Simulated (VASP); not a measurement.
# Si4Hg (Cmmm) in VASP: a series of runs, part 2 of 2

VASP 6.6.1. Earlier steps stand in the parts before.

## 3. Relaxation of cell and atoms, PBE

This run uses another cell than the first one, of 19.07 Å³/atom.

File INCAR:

```
SYSTEM = Si4Hg
PREC     = Accurate       ! precision mode
ENCUT    = 500            ! plane-wave cutoff, eV
EDIFF    = 1E-7           ! SCF threshold, eV
ISMEAR   = 0              ! smearing method
SIGMA    = 0.1            ! smearing width, eV
LREAL    = .False.        ! projectors in reciprocal space
LASPH    = .True.         ! aspherical terms in the spheres
NELM     = 120            ! most SCF steps
ALGO     = Normal         ! electronic algorithm
ISIF     = 3              ! what is computed and relaxed
LWAVE    = .False.        ! write WAVECAR
LCHARG   = .False.        ! write CHGCAR
GGA      = PE             ! functional
IBRION   = 2              ! ionic algorithm
NSW      = 100            ! ionic steps
EDIFFG   = -0.01          ! ionic threshold
GGA_COMPAT= .False.      
NELMIN   = 4
```

File KPOINTS:

```
regular mesh
0
Gamma
  10 10 6
  0 0 0
```

File POSCAR:

```
Si4Hg
1.0
    2.4554859531     -2.5589088107      0.0000000000
    2.4554859531      2.5589088107      0.0000000000
    0.0000000000      0.0000000000      7.5893788022
Si Hg
4 1
Direct
    0.0000000000      0.5000000000      0.8350704588
    0.5000000000      0.0000000000      0.1649295412
    0.0000000000      0.5000000000      0.1649295412
    0.5000000000      0.0000000000      0.8350704588
    0.5000000000      0.5000000000      0.5000000000
```

Potentials or basis: VASP PAW PBE potentials, release 64 (Si, Hg).

Launch:

```bash
$ cat potpaw_PBE.64/Si/POTCAR potpaw_PBE.64/Hg/POTCAR > POTCAR
$ mpirun -np 1 vasp_std > vasp.out
```

OUTCAR:

```text
SYSTEM = Si4Hg
   PREC = Accurate
   ENCUT = 500
   EDIFF = 1E-7
   ISMEAR = 0
   LREAL = .False.
   LASPH = .True.
   NELM = 120
   ISIF = 3
   GGA = PE
   IBRION = 2
   NSW = 100
   EDIFFG = -0.01
   NELMIN = 4

 ion  position               nearest neighbor table
   1  0.000  0.500  0.835-   4 2.46   4 2.46   3 2.50   4 2.56   4 2.56   5 3.10   5 3.10
   2  0.500  0.000  0.165-   3 2.46   3 2.46   4 2.50   3 2.56   3 2.56   5 3.10   5 3.10
   3  0.000  0.500  0.165-   2 2.46   2 2.46   1 2.50   2 2.56   2 2.56   5 3.10   5 3.10
   4  0.500  0.000  0.835-   1 2.46   1 2.46   2 2.50   1 2.56   1 2.56   5 3.10   5 3.10
   5  0.500  0.500  0.500-   1 3.10   2 3.10   3 3.10   4 3.10   2 3.10   4 3.10   1 3.10   3 3.10

  LATTYP: Found a base centered orthorhombic cell.
 ALAT       =     4.9109719062
 B/A-ratio  =     1.0421190997
 C/A-ratio  =     1.5453924289

  Lattice vectors:

 A1 = (   2.4554859531,  -2.5589088107,   0.0000000000)
 A2 = (   2.4554859531,   2.5589088107,   0.0000000000)
 A3 = (   0.0000000000,   0.0000000000,   7.5893788022)

Analysis of symmetry for initial positions (statically):
=====================================================================
 Subroutine PRICEL returns:
 Original cell was already a primitive cell.

 Routine SETGRP: Setting up the symmetry group for a
 base centered orthorhombic supercell.

 Subroutine GETGRP returns: Found  8 space group operations
 (whereof  8 operations were pure point group operations)
 out of a pool of  8 trial point group operations.

The static configuration has the point symmetry D_2h.

Analysis of symmetry for dynamics (positions and initial velocities):
=====================================================================
 Subroutine PRICEL returns:
 Original cell was already a primitive cell.

 Routine SETGRP: Setting up the symmetry group for a
 base centered orthorhombic supercell.

 Subroutine GETGRP returns: Found  8 space group operations
 (whereof  8 operations were pure point group operations)
[... 154 lines left out ...]
  ext. energy  EPLUGINS =         0.00000000
  ---------------------------------------------------
  free energy    TOTEN  =       -19.80930518 eV

  energy without entropy =      -19.79833691  energy(sigma->0) =      -19.80382105

------------------------ aborting loop because EDIFF is reached ----------------------------------------

  FORCE on cell =-STRESS in cart. coord.  units (eV):
  Direction    XX          YY          ZZ          XY          YZ          ZX
  --------------------------------------------------------------------------------------
  -------------------------------------------------------------------------------------
  Total        2.0406450     -1.9390445      0.3986805      0.0000000      0.0000000      0.0000000
  in kB       34.2806902    -32.5739075      6.6974125      0.0000000      0.0000000      0.0000000
  external PRESSURE =       2.8013984 kB  Pullay stress =       0.0000000 kB
[... 98 lines left out ...]
  FREE ENERGIE OF THE ION-ELECTRON SYSTEM (eV)
  ---------------------------------------------------
  free  energy   TOTEN  =       -19.8514833030 eV

  energy  without entropy=      -19.8423212961  energy(sigma->0) =      -19.84690230

[... ionic steps 4 to 8 ...]

--------------------------------------- Ionic step        9  -------------------------------------------

 number of electron      28.0000004 magnetization

------------------------ aborting loop because EDIFF is reached ----------------------------------------
[... 73 lines left out ...]
--------------------------------------- Ionic step       11  -------------------------------------------

 number of electron      28.0000003 magnetization

 Free energy of the ion-electron system (eV)
  ---------------------------------------------------
  ext. energy  EPLUGINS =         0.00000000
  ---------------------------------------------------
  free energy    TOTEN  =       -19.85498876 eV

  energy without entropy =      -19.84362412  energy(sigma->0) =      -19.84930644

 E-fermi :   5.8133     XC(G=0): -10.2006

 val. band max:        5.7822056155   @ k =   0.5000   0.0000   0.1667
 cond. band min:       5.8143842341   @ k =   0.1000   0.1000   0.3333
 fundamental gap:      0.0321786187
 Fermi energy:         5.8133293544

 k-point     1 :       0.0000    0.0000    0.0000
  band No.  band energies     occupation
      1      -6.8422      2.00000
      2      -4.5608      2.00000
      3      -1.0688      2.00000
      4      -1.0640      2.00000
      5      -0.8680      2.00000
      6      -0.5386      2.00000
[... 481 lines left out ...]
      5      -0.7348      2.00000
      6      -0.6699      2.00000
[... 10 lines left out ...]
     17       8.4179      0.00000
     18       9.0839      0.00000

 [... further k-points ...]

------------------------ aborting loop because EDIFF is reached ----------------------------------------

  FORCE on cell =-STRESS in cart. coord.  units (eV):
  Direction    XX          YY          ZZ          XY          YZ          ZX
  --------------------------------------------------------------------------------------
  -------------------------------------------------------------------------------------
  Total        0.0004295     -0.0394109     -0.0275482      0.0000000      0.0000000      0.0000000
  in kB        0.0071410     -0.6552443     -0.4580150      0.0000000      0.0000000      0.0000000
  external PRESSURE =      -0.3687061 kB  Pullay stress =       0.0000000 kB
[... 20 lines left out ...]
  FREE ENERGIE OF THE ION-ELECTRON SYSTEM (eV)
  ---------------------------------------------------
  free  energy   TOTEN  =       -19.8549887614 eV

  energy  without entropy=      -19.8436241157  energy(sigma->0) =      -19.84930644

 reached required accuracy - stopping structural energy minimisation
```

Wall time 17 min (1 thread of Intel Xeon Platinum 8488C (Sapphire Rapids), shared host); peak memory 0.36 GiB.

Results:

| Property | Result |
| --- | --- |
| Free energy | -19.8550 eV |
| Relaxed volume | 19.27 Å³/atom |
| Relaxed cell | a = 3.533 Å, b = 3.533 Å, c = 7.722 Å, α = 90.00°, β = 90.00°, γ = 90.02° |
| Space group after relaxing (to 0.1 Å) | P4/mmm (No. 123) |
| Energy gained by relaxing | 9.1 meV/atom |
| Ionic steps | 11 |
| Pressure after relaxing | 0.0 GPa |
| Band gap on the k mesh | zero (bands 14 and 15 overlap by 3.17 eV) |

The path:
```
step  energy change (eV)  largest force (eV/Å)  pressure (GPa)  volume (Å³)
   1              0.0000                0.0184            0.28        95.37
   2             -0.0419                0.0334           -0.17        95.80
   3             -0.0422                0.0357           -0.19        95.84
   4             -0.0422                0.0351           -0.19        95.83
   5             -0.0438                0.0303            0.13        95.52
   6             -0.0440                0.0260            0.27        95.38
   7             -0.0448                0.0350            0.08        95.73
   8             -0.0450                0.0417           -0.06        95.99
   9             -0.0454                0.0251           -0.01        96.08
  10             -0.0457                0.0029            0.05        96.20
  11             -0.0457                0.0004           -0.04        96.37
```

Final structure:
```
CELL_PARAMETERS angstrom
2.49760 -2.49839 0.00000
2.49760 2.49839 0.00000
0.00000 0.00000 7.72165
ATOMIC_POSITIONS crystal
Si 0.00000 0.50000 0.83736
Si 0.50000 0.00000 0.16264
Si 0.00000 0.50000 0.16264
Si 0.50000 0.00000 0.83736
Hg 0.50000 0.50000 0.50000
```

Levels at points of the mesh, in eV from the Fermi level:
```csv
k point,band 11,band 12,band 13,band 14,band 15,band 16,band 17,band 18
"(0.00, 0.00, 0.00)",-2.21,-1.06,-0.53,-0.33,-0.32,1.12,2.21,3.58
"(0.50, 0.00, 0.00)",-2.98,0.40,0.52,1.02,1.76,1.86,2.16,2.23
"(0.50, 0.50, 0.00)",-4.48,-4.46,-4.09,-1.50,-1.50,-1.20,2.83,4.44
"(0.00, 0.00, 0.50)",-2.08,-2.08,-0.58,-0.58,1.28,2.03,3.40,3.48
"(0.50, 0.00, 0.50)",-2.37,-1.58,-0.24,0.51,0.55,1.94,2.19,2.48
"(0.50, 0.50, 0.50)",-5.34,-4.16,-4.00,-0.13,-0.13,-0.05,1.72,1.73
```

Caveat: spin-orbit coupling is left out, which moves the levels of the heavy elements.

The gap in the log of VASP goes by the Fermi energy; the results here count the filled bands.